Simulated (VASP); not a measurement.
# Ag in VASP: notebook

Runs on Ag. Level: PBE. Tasks: single point.

Everything below comes from runs of VASP 6.6.1. Logs are shortened: lines on timing, memory, paths and dates and some standing lists are left out, and cuts for length are marked.

**1. The cell of the first run**

The structure is cubic, space group Fm-3m (No. 225). The conventional cell has a = 4.104 Å, b = 4.104 Å, c = 4.104 Å, α = 90.00°, β = 90.00°, γ = 90.00°. Ag (site symmetry m-3m) has 12 Ag at 2.90 Å within 3.8 Å.

**2. Single point, PBE**

The input, INCAR:

```
PREC = Accurate ; ENCUT = 520
EDIFF = 1E-7 ; ISMEAR = 0
SIGMA = 0.1 ; LREAL = False
LASPH = True ; NELM = 60
ALGO = Normal ; ISIF = 2
LWAVE = False ; LCHARG = False
GGA = PE ; NBANDS = 12
```

The input, KPOINTS:

```
regular mesh
0
Gamma
  8 8 8
```

The input, POSCAR:

```
Ag
1.0
    0.0000000000      2.0521781806      2.0521781806
    2.0521781806      0.0000000000      2.0521781806
    2.0521781806      2.0521781806      0.0000000000
Ag
1
Direct
    0.0000000000      0.0000000000      0.0000000000
```

Potentials or basis: VASP PAW PBE potentials, release 64 (Ag).

On the command line:

```bash
$ cat potpaw_PBE.64/Ag/POTCAR > POTCAR
$ mpirun -np 1 vasp_std > vasp.out
```

OUTCAR:

```text
PREC = Accurate
   ENCUT = 520
   EDIFF = 1E-7
   ISMEAR = 0
   LREAL = False
   LASPH = True
   NELM = 60
   ISIF = 2
   GGA = PE

 ion  position               nearest neighbor table
   1  0.000  0.000  0.000-

  LATTYP: Found a face centered cubic cell.
 ALAT       =     4.1043563612

  Lattice vectors:

 A1 = (   0.0000000000,   2.0521781806,   2.0521781806)
 A2 = (   2.0521781806,   0.0000000000,   2.0521781806)
 A3 = (   2.0521781806,   2.0521781806,   0.0000000000)

Analysis of symmetry for initial positions (statically):
=====================================================================
 Subroutine PRICEL returns:
 Original cell was already a primitive cell.

 Routine SETGRP: Setting up the symmetry group for a
 face centered cubic supercell.

 Subroutine GETGRP returns: Found 48 space group operations
 (whereof 48 operations were pure point group operations)
 out of a pool of 48 trial point group operations.

The static configuration has the point symmetry O_h .

Analysis of symmetry for dynamics (positions and initial velocities):
=====================================================================
 Subroutine PRICEL returns:
 Original cell was already a primitive cell.

 Routine SETGRP: Setting up the symmetry group for a
 face centered cubic supercell.

 Subroutine GETGRP returns: Found 48 space group operations
 (whereof 48 operations were pure point group operations)
 out of a pool of 48 trial point group operations.

The dynamic configuration has the point symmetry O_h .

 Subroutine INISYM returns: Found 48 space group operations
 (whereof 48 operations are pure point group operations),
 and found     1 'primitive' translations

----------------------------------------------------------------------------------------

                                     Primitive cell

  volume of cell :      17.2852

  direct lattice vectors                    reciprocal lattice vectors
     0.000000000  2.052178181  2.052178181    -0.243643561  0.243643561  0.243643561
     2.052178181  0.000000000  2.052178181     0.243643561 -0.243643561  0.243643561
     2.052178181  2.052178181  0.000000000     0.243643561  0.243643561 -0.243643561

  length of vectors
     2.902218215  2.902218215  2.902218215     0.422003027  0.422003027  0.422003027

  position of ions in fractional coordinates (direct lattice)
     0.000000000  0.000000000  0.000000000

  ion indices of the primitive-cell ions
   primitive index   ion index
                 1           1

----------------------------------------------------------------------------------------

 KPOINTS: regular mesh

Automatic generation of k-mesh.
 Grid dimensions read from file:
 generate k-points for:    8    8    8

 Generating k-lattice:

  Cartesian coordinates                     Fractional coordinates (reciprocal lattice)
    -0.030455445  0.030455445  0.030455445     0.125000000  0.000000000  0.000000000
     0.030455445 -0.030455445  0.030455445     0.000000000  0.125000000  0.000000000
     0.030455445  0.030455445 -0.030455445     0.000000000  0.000000000  0.125000000

  Length of vectors
     0.052750378  0.052750378  0.052750378

  Shift w.r.t. Gamma in fractional coordinates (k-lattice)
     0.000000000  0.000000000  0.000000000

 Subroutine IBZKPT returns following result:
 ===========================================

 Found     29 irreducible k-points:

 Following reciprocal coordinates:
            Coordinates               Weight
  0.000000  0.000000  0.000000      1.000000
  0.125000  0.000000  0.000000      8.000000
  0.250000  0.000000  0.000000      8.000000
  0.375000  0.000000  0.000000      8.000000
  0.500000  0.000000  0.000000      4.000000
  0.125000  0.125000  0.000000      6.000000
[... 16 lines left out ...]
  0.500000  0.250000  0.125000     48.000000
 -0.375000  0.250000  0.125000     24.000000
 [... further k-points ...]
   k-points           NKPTS =     29   k-points in BZ     NKDIM =     29   number of bands    NBANDS=     12
   number of dos      NEDOS =    301   number of ions     NIONS =      1
   total plane-waves  NPLWV =  13824
   dimension x,y,z NGX =    24 NGY =   24 NGZ =   24
   dimension x,y,z NGXF=    48 NGYF=   48 NGZF=   48
   ions per type =               1
   NGX,Y,Z   is equivalent  to a cutoff of  13.75, 13.75, 13.75 a.u.
   NGXF,Y,Z  is equivalent  to a cutoff of  27.50, 27.50, 27.50 a.u.
 SYSTEM =  unknown system
   PREC   = accura    normal or accurate (medium, high low for compatibility)
   ISTART =      0    job   : 0-new  1-cont  2-samecut
   ICHARG =      2    charge: 1-file 2-atom 10-const
   ISPIN  =      1    spin polarized calculation?
   LNONCOLLINEAR =      F non collinear calculations
   LSORBIT =      F    spin-orbit coupling
   LASPH  =      T    aspherical Exc in radial PAW
   ENCUT  =  520.0 eV  38.22 Ry    6.18 a.u.   5.40  5.40  5.40*2*pi/ulx,y,z
   NELM   =     60;   NELMIN=  2; NELMDL= -5     # of ELM steps
   EDIFF  = 0.1E-06   stopping-criterion for ELM
   LREAL  =      F    real-space projection
   EDIFFG = 0.1E-05   stopping-criterion for IOM
   NSW    =      0    number of steps for IOM
   IBRION =     -1    ionic relax: 0-MD 1-quasi-New 2-CG
   NFREE  =      0    steps in history (QN), initial steepest desc. (CG)
   ISIF   =      2    stress and relaxation
   ISYM   =      2    0-nonsym 1-usesym 2-fastsym
   POTIM  = 0.5000    time-step for ionic-motion
   TEBEG  =    0.0;   TEEND  =   0.0 temperature during run
   PSTRESS=    0.0 pullay stress
   NELECT =      11.0000    total number of electrons
   NUPDOWN=      -1.0000    fix difference up-down
   EMIN   =  10.00;   EMAX   =-10.00  energy-range for DOS
   EFERMI =   0.00;   METHOD = LEGACY
   ISMEAR =     0;   SIGMA  =   0.10  broadening in eV -4-tet -1-fermi 0-gaus
   EFERMI_NEDOS =   21; number of points for ismear=-14 and -15
   IALGO  =     38    algorithm
   IMIX   =      4    mixing-type and parameters
     AMIX     =   0.40;   BMIX     =  1.00
     AMIX_MAG =   1.60;   BMIX_MAG =  1.00
  volume/ion in A,a.u.               =      17.29       116.65
  Fermi-wavevector in a.u.,A,eV,Ry     =   1.408145  2.661008 26.978610  1.982872
  Thomas-Fermi vector in A             =   2.530332
   LORBIT       =      0    0 simple, 1 ext, 2 COOP (PROOUT), +10 PAW based schemes
   GGA     = PE    functional components
   LHFCALC =     F    Hartree Fock is set to
   AEXX    =    0.0000 exact exchange contribution
   IVDW    =     0    specifies the selected vdW correction
   LEPSILON=     F    determine dielectric tensor
   LRPA    =     F    only Hartree local field effects (RPA)
 non-spin polarized calculation
 Gauss-broadening in eV      SIGMA  =   0.10
  energy-cutoff  :      520.00
  volume of cell :       17.29
 maximum number of plane-waves:       483
 NGX is ok and might be reduce to    24
   NGX = 11   NGY = 11   NGZ = 11

 number of electron      10.9999999 magnetization

 Free energy of the ion-electron system (eV)
  ---------------------------------------------------
  ext. energy  EPLUGINS =         0.00000000
  ---------------------------------------------------
  free energy    TOTEN  =        -2.68456819 eV

  energy without entropy =       -2.68151441  energy(sigma->0) =       -2.68304130

 E-fermi :   8.0417     XC(G=0): -12.1271

 val. band max:        7.9668063585   @ k =   0.5000   0.2500   0.1250
 cond. band min:       8.4592580332   @ k =   0.5000   0.3750   0.1250
 fundamental gap:      0.4924516747
 Fermi energy:         8.0416653600

 k-point     1 :       0.0000    0.0000    0.0000
  band No.  band energies     occupation
      1       0.5743      2.00000
      2       3.4909      2.00000
      3       3.4909      2.00000
      4       3.4909      2.00000
      5       4.5008      2.00000
      6       4.5008      2.00000
      7      24.2367      0.00000
      8      27.7336      0.00000
      9      27.7336      0.00000
     10      27.7336      0.00000
     11      32.5045      0.00000
     12      33.5620      0.00000

 k-point     2 :       0.1250    0.0000    0.0000
  band No.  band energies     occupation
      1       1.0402      2.00000
      2       3.4058      2.00000
      3       3.6063      2.00000
      4       3.6063      2.00000
      5       4.4675      2.00000
      6       4.4675      2.00000
      7      23.7092      0.00000
      8      25.3163      0.00000
      9      27.8766      0.00000
     10      27.8766      0.00000
     11      31.5361      0.00000
     12      32.9304      0.00000

 k-point     3 :       0.2500    0.0000    0.0000
  band No.  band energies     occupation
      1       1.9384      2.00000
      2       3.6868      2.00000
      3       3.6868      2.00000
      4       3.7362      2.00000
      5       4.6229      2.00000
      6       4.6229      2.00000
      7      19.2824      0.00000
      8      24.8047      0.00000
      9      27.7180      0.00000
     10      27.7180      0.00000
     11      30.9978      0.00000
     12      31.4015      0.00000

 k-point     4 :       0.3750    0.0000    0.0000
  band No.  band energies     occupation
      1       2.0168      2.00000
      2       3.5490      2.00000
      3       3.5490      2.00000
      4       5.0560      2.00000
      5       5.0560      2.00000
      6       5.8104      2.00000
      7      14.6460      0.00000
      8      23.8910      0.00000
      9      26.6081      0.00000
     10      26.6081      0.00000
     11      30.9056      0.00000
     12      30.9056      0.00000

 k-point     5 :       0.5000    0.0000    0.0000
  band No.  band energies     occupation
      1       1.9352      2.00000
      2       3.4697      2.00000
      3       3.4697      2.00000
      4       5.2776      2.00000
      5       5.2776      2.00000
      6       7.8804      1.97743
      7      11.7740      0.00000
      8      23.4665      0.00000
      9      25.9753      0.00000
     10      25.9753      0.00000
     11      30.9052      0.00000
     12      30.9052      0.00000
[... 228 lines left out ...]
      1       1.8931      2.00000
      2       2.0288      2.00000
      3       5.2460      2.00000
      4       5.4804      2.00000
      5       5.4804      2.00000
      6       9.8613      0.00000
      7      14.8808      0.00000
      8      18.8384      0.00000
      9      18.8384      0.00000
     10      25.2645      0.00000
     11      25.3174      0.00000
     12      37.7030      0.00000

 k-point    22 :       0.3750    0.2500    0.1250
  band No.  band energies     occupation
      1       2.7221      2.00000
      2       2.8761      2.00000
      3       3.5691      2.00000
      4       4.3390      2.00000
      5       4.5330      2.00000
      6       5.7980      2.00000
      7      20.0161      0.00000
      8      20.3584      0.00000
      9      24.3751      0.00000
     10      27.5012      0.00000
     11      29.3404      0.00000
     12      32.5256      0.00000

 k-point    23 :       0.5000    0.2500    0.1250
  band No.  band energies     occupation
      1       2.6386      2.00000
      2       3.1947      2.00000
      3       3.5292      2.00000
      4       4.2534      2.00000
      5       4.9975      2.00000
      6       7.9668      1.71025
      7      15.5317      0.00000
      8      19.9192      0.00000
      9      22.2290      0.00000
     10      27.2131      0.00000
     11      30.6654      0.00000
     12      34.0521      0.00000

 k-point    24 :      -0.3750    0.2500    0.1250
  band No.  band energies     occupation
      1       2.5834      2.00000
      2       3.0530      2.00000
      3       3.9198      2.00000
      4       4.0794      2.00000
      5       5.2042      2.00000
      6      10.5197      0.00000
      7      12.1279      0.00000
      8      20.5417      0.00000
      9      20.7292      0.00000
     10      26.6276      0.00000
     11      31.3276      0.00000
     12      35.3810      0.00000

 [... further k-points ...]

------------------------ aborting loop because EDIFF is reached ----------------------------------------

  FORCE on cell =-STRESS in cart. coord.  units (eV):
  Direction    XX          YY          ZZ          XY          YZ          ZX
  --------------------------------------------------------------------------------------
  -------------------------------------------------------------------------------------
  Total        0.3816099      0.3816099      0.3816099      0.0000000      0.0000000     -0.0000000
  in kB       35.3716263     35.3716263     35.3716263      0.0000000      0.0000000     -0.0000000
  external PRESSURE =      35.3716263 kB  Pullay stress =       0.0000000 kB

 VOLUME and BASIS-vectors are now :
 -----------------------------------------------------------------------------
  energy-cutoff  :      520.00
  volume of cell :       17.29
      direct lattice vectors                 reciprocal lattice vectors
     0.000000000  2.052178181  2.052178181    -0.243643561  0.243643561  0.243643561
     2.052178181  0.000000000  2.052178181     0.243643561 -0.243643561  0.243643561
     2.052178181  2.052178181  0.000000000     0.243643561  0.243643561 -0.243643561

 POSITION                                       TOTAL-FORCE (eV/Angst)
 -----------------------------------------------------------------------------------
      0.00000      0.00000      0.00000         0.000000     -0.000000      0.000000
 -----------------------------------------------------------------------------------
    total drift:                               -0.000000      0.000000     -0.000000

  FREE ENERGIE OF THE ION-ELECTRON SYSTEM (eV)
  ---------------------------------------------------
  free  energy   TOTEN  =        -2.6845681929 eV

  energy  without entropy=       -2.6815144139  energy(sigma->0) =       -2.68304130
```

It took 3.6 s on 1 thread of Intel Xeon 6975P-C (Granite Rapids), shared host; peak memory 0.14 GiB.

What came out:

| Quantity | Value |
| --- | --- |
| Free energy | -2.6846 eV |
| Pressure | 3.5 GPa |

Levels at points of the mesh, in eV from the Fermi level:
| k point | band 2 | band 3 | band 4 | band 5 | band 6 | band 7 | band 8 | band 9 | band 10 | band 11 |
| --- | --- | --- | --- | --- | --- | --- | --- | --- | --- | --- |
| (0.00, 0.00, 0.00) | -4.55 | -4.55 | -4.55 | -3.54 | -3.54 | 16.20 | 19.69 | 19.69 | 19.69 | 24.46 |
| (0.50, 0.00, 0.00) | -4.57 | -4.57 | -2.76 | -2.76 | -0.16 | 3.73 | 15.42 | 17.93 | 17.93 | 22.86 |
| (0.50, 0.50, 0.00) | -6.01 | -2.80 | -2.56 | -2.56 | 1.82 | 6.84 | 10.80 | 10.80 | 17.22 | 17.28 |

(Part 1 of 3 ends here.)
